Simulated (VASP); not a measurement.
A run of VASP 6.6.1:

File INCAR:

```
  PREC = Accurate
  ENCUT = 500
  EDIFF = 1E-6
  ISMEAR = -1
  SIGMA = 0.05
  LREAL = Auto
  LASPH = True
  NELM = 120
  ALGO = Normal
  ISIF = 2
  LWAVE = False
  LCHARG = False
  GGA = PS
  NBANDS = 326
  GGA_COMPAT = False
```

Contents of KPOINTS:

```
Automatic mesh
0
Gamma
  1 1 1
  0.5 0.5 0.5
```

Contents of POSCAR:

```
Ga8As7P
1.0
   11.2781089755      0.0000000000      0.0000000000
    0.0000000000     11.2781089755      0.0000000000
    0.0000000000      0.0000000000     11.2781089755
Ga As P
32 28 4
Direct
    0.0000890000      0.0006080000      0.0004650000
    0.0012800000      0.9999930000      0.4998870000
    0.0010100000      0.4999210000      0.9997650000
    0.0003690000      0.4994550000      0.5003900000
    0.5001070000      0.0001940000      0.0001400000
    0.4968880000      0.0037950000      0.4973160000
    0.5031940000      0.4962710000      0.9971830000
    0.4937770000      0.4998380000      0.4999900000
    0.2504510000      0.2504930000      0.0003440000
    0.2571230000      0.2502630000      0.5003770000
    0.2508550000      0.7494510000      0.0000030000
    0.2535310000      0.7466690000      0.4965290000
    0.7458400000      0.2532490000      0.9964560000
    0.7493350000      0.2504300000      0.4998830000
    0.7496570000      0.7497040000      0.0002350000
    0.7489080000      0.7495800000      0.5003060000
    0.2535530000      0.0037140000      0.2538800000
    0.2505720000      0.0001970000      0.7494080000
    0.2539330000      0.5030100000      0.2527870000
    0.2536380000      0.4963740000      0.7458380000
    0.7493890000      0.9999310000      0.2494940000
    0.7491850000      0.0008300000      0.7492740000
    0.7490750000      0.4994930000      0.2501920000
    0.7461530000      0.4968410000      0.7526030000
    0.0008560000      0.2506660000      0.2498590000
    0.0007060000      0.2499610000      0.7494590000
    0.0010560000      0.7506690000      0.2498860000
    0.0006220000      0.7489790000      0.7493330000
    0.4971070000      0.2470410000      0.2531060000
    0.4999780000      0.2570060000      0.7490900000
    0.4969180000      0.7459200000      0.2530540000
    0.5001490000      0.7501660000      0.7491790000
    0.1264780000      0.1250610000      0.1259750000
    0.1273110000      0.1262230000      0.6237440000
    0.1263690000      0.6247440000      0.1258910000
    0.1273260000      0.6240460000      0.6238140000
    0.6241170000      0.1262470000      0.1249470000
    0.6228480000      0.1270570000      0.6249130000
    0.6239140000      0.6239890000      0.1248280000
    0.6230410000      0.6228190000      0.6246730000
    0.3762150000      0.3750130000      0.1259860000
    0.3751580000      0.8751310000      0.1269980000
    0.3751160000      0.8749970000      0.6228700000
    0.8739910000      0.3749080000      0.1238300000
    0.8739950000      0.3749900000      0.6259040000
    0.8750180000      0.8748700000      0.1249920000
    0.8750780000      0.8750240000      0.6248090000
    0.3763660000      0.1271010000      0.8737340000
    0.3761950000      0.6228830000      0.8738000000
    0.8751310000      0.1250630000      0.3748530000
    0.8741180000      0.1261740000      0.8748640000
    0.8752520000      0.6249860000      0.3748240000
    0.8741270000      0.6238670000      0.8746100000
    0.1282380000      0.3750140000      0.3760280000
    0.1264910000      0.3751450000      0.8737520000
    0.1274630000      0.8750600000      0.3750620000
    0.1252120000      0.8749800000      0.8749480000
    0.6220670000      0.3751240000      0.3759010000
    0.6228190000      0.8750940000      0.3749880000
    0.6250370000      0.8750670000      0.8748340000
    0.3761950000      0.3751020000      0.6238070000
    0.3753970000      0.1262930000      0.3759690000
    0.3753640000      0.6238230000      0.3758460000
    0.6238040000      0.3750130000      0.8737560000
```

Potentials or basis: VASP PAW PBE potentials, release 64 (Ga_d, As, P).

Launch:

```bash
$ cat potpaw_PBE.64/Ga_d/POTCAR potpaw_PBE.64/As/POTCAR potpaw_PBE.64/P/POTCAR > POTCAR
$ mpirun -np 1 vasp_std > vasp.out
```

Hardware: 1 thread of Intel Xeon 8259CL, on a shared host.

How long does it take, and how much memory?

It took 38 min on 1 thread of Intel Xeon 8259CL, on a shared host, peak memory 1.2 GiB. Counts: scf iterations 18, k points 1.
